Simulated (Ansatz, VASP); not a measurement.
## One calculation of SnH2, two programs

The input INCAR:

```
SYSTEM = SnH2
ALGO = Normal
EDIFF = 1E-6
EDIFFG = -0.05
ENCUT = 600
GGA = PS
IBRION = 2
ISIF = 3
ISMEAR = 0
LASPH = .True.
LCHARG = .False.
LREAL = .False.
LWAVE = .False.
NELM = 100
NSW = 80
PREC = Accurate
SIGMA = 0.1
```

The input KPOINTS:

```
k-points
0
Gamma
  8 8 8
  0 0 0
```

Contents of POSCAR:

```
SnH2
1.0
   -1.5703093686      1.5703093686      1.9208829343
    1.5703093686     -1.5703093686      1.9208829343
    1.5703093686      1.5703093686     -1.9208829343
Sn H
1 2
Direct
    0.0000000000      0.0000000000      0.0000000000
    0.7500000000      0.2500000000      0.5000000000
    0.2500000000      0.7500000000      0.5000000000
```

Input for Ansatz:

```yaml
crystal:
  lattice:
    - [-1.5703093686, 1.5703093686, 1.9208829343]
    - [1.5703093686, -1.5703093686, 1.9208829343]
    - [1.5703093686, 1.5703093686, -1.9208829343]
  atoms:
    - { symbol: Sn, position: [0.0, 0.0, 0.0] }
    - { symbol: H, position: [0.75, 0.25, 0.5] }
    - { symbol: H, position: [0.25, 0.75, 0.5] }
basis:
  ecutwfc: 420
kpoints:
  mp_grid: { grid: [8, 8, 8] }
hamiltonian:
  xc: pbesol
scf:
  occupations: { method: gaussian, width: 0.1 }
output:
  forces: true
  stress: true
  eigenvalues: true
relax:
  adjacent_minimum: "off"
  f_tol: 0.05
  max_steps: 60
  cell: { stress_tol: 0.5 }
```

Alike in both runs: task relaxation of cell and atoms; functional PBEsol; k mesh 8 × 8 × 8; occupations gaussian, width 0.1 eV; no spin polarisation.

|  | VASP | Ansatz |
| --- | --- | --- |
| version | VASP 6.6.1 | Ansatz 0.2.0 |
| potentials or method | VASP PAW PBE potentials, release 64 (Sn_d, H), cutoff 600 eV | scalar-relativistic, plane waves, PAW |
| valence electrons in the cell | 16 | 16 |

VASP gave:

* gap on the k mesh at the Fermi level, each at its own relaxed structure (eV): none
* relaxed volume (Å³/atom): 11.86
* relaxed cell length with the largest relative difference (Å): 3.629

Problem. Estimate Ansatz's values.

Solution. gap on the k mesh at the Fermi level, each at its own relaxed structure (eV): none; relaxed volume (Å³/atom): 12.00; relaxed cell length with the largest relative difference (Å): 3.640.

VASP's potentials were made for PBE, not for PBEsol. A gap of «none» marks a metal or a gap that the smearing closes.

Noted on VASP's run: the volume moved by over 15 % at a fixed basis, so the end points are rough.
